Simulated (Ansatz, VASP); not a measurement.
## BaZrO3: VASP beside Ansatz

Contents of POSCAR:

```
BaZrO3
1.0
    4.5473812500      0.0000000000      0.0000000000
    0.0000000000      4.5473812500      0.0000000000
    0.0000000000      0.0000000000      4.1815000000
Ba Zr O
1 1 3
Direct
    0.5000000000      0.5000000000      0.5000000000
    0.0000000000      0.0000000000      0.0000000000
    0.5000000000      0.0000000000      0.0000000000
    0.0000000000      0.5000000000      0.0000000000
    0.0000000000      0.0000000000      0.5000000000
```

The input INCAR.step1:

```
SYSTEM = BaZrO3
ALGO     = Normal         ! electronic algorithm
EDIFF    = 1E-4           ! SCF threshold, eV
ENCUT    = 520            ! plane-wave cutoff, eV
GGA      = PE             ! functional
ISMEAR   = 0              ! smearing method
LASPH    = .TRUE.         ! aspherical terms in the spheres
LCHARG   = .FALSE.        ! write CHGCAR
LREAL    = .FALSE.        ! projectors in reciprocal space
LWAVE    = .TRUE.         ! write WAVECAR
NBANDS   = 28             ! bands
NELM     = 80             ! most SCF steps
PREC     = Accurate       ! precision mode
SIGMA    = 0.05           ! smearing width, eV
```

File INCAR.step2:

```
SYSTEM = BaZrO3
ALGO     = Normal         ! electronic algorithm
EDIFF    = 1E-6           ! SCF threshold, eV
ENCUT    = 520            ! plane-wave cutoff, eV
ISIF     = 2              ! what is computed and relaxed
ISMEAR   = 0              ! smearing method
ISTART   = 1            
LASPH    = .TRUE.         ! aspherical terms in the spheres
LCHARG   = .FALSE.        ! write CHGCAR
LMIXTAU  = .TRUE.       
LREAL    = .FALSE.        ! projectors in reciprocal space
LWAVE    = .FALSE.        ! write WAVECAR
METAGGA  = R2SCAN         ! meta-GGA
NBANDS   = 28             ! bands
NELM     = 80             ! most SCF steps
PREC     = Accurate       ! precision mode
SIGMA    = 0.05           ! smearing width, eV
```

The input KPOINTS:

```
k-points
0
G
  6 6 6
  0 0 0
```

Input for Ansatz:

```yaml
crystal:
  lattice:
    - [4.54738125, 0.0, 0.0]
    - [0.0, 4.54738125, 0.0]
    - [0.0, 0.0, 4.1815]
  atoms:
    - { symbol: Ba, position: [0.5, 0.5, 0.5] }
    - { symbol: Zr, position: [0.0, 0.0, 0.0] }
    - { symbol: O, position: [0.5, 0.0, 0.0] }
    - { symbol: O, position: [0.0, 0.5, 0.0] }
    - { symbol: O, position: [0.0, 0.0, 0.5] }
basis:
  ecutwfc: 500
kpoints:
  mp_grid: { grid: [6, 6, 6] }
hamiltonian:
  xc: r2scan
scf:
  occupations: { method: gaussian, width: 0.05 }
output:
  forces: true
  stress: true
  eigenvalues: true
  write_density: true
  write_potential: true
  elf: true
  volumetric_format: npy
```

Change from the starting cell: strain +0.0875 x Voigt [1, 1, 0, 0, 0, 0], atoms carried along.

Alike in both runs: task single point; functional r2SCAN; k mesh 6 × 6 × 6; occupations gaussian, width 0.05 eV; no spin polarisation.

|  | VASP | Ansatz |
| --- | --- | --- |
| version | VASP 6.6.1 | Ansatz 0.2.0 |
| potentials or method | VASP PAW PBE potentials, release 64 (Ba_sv, Zr_sv, O), cutoff 520 eV | scalar-relativistic, plane waves, PAW |
| valence electrons in the cell | 40 | 40 |

```tsv
	VASP	Ansatz	Ansatz less VASP
gap on the k mesh at the Fermi level (eV)	3.06	3.09	+0.034
least direct gap on the mesh (eV)	3.37	3.40	+0.023
pressure (GPa)	-15.9	-16.5	-0.56
traceless stress, the component that is largest in VASP (GPa)	7.94	7.75	-0.192
```

VASP's potentials were made for PBE, not for r2SCAN.

Neither program's run includes spin-orbit coupling.
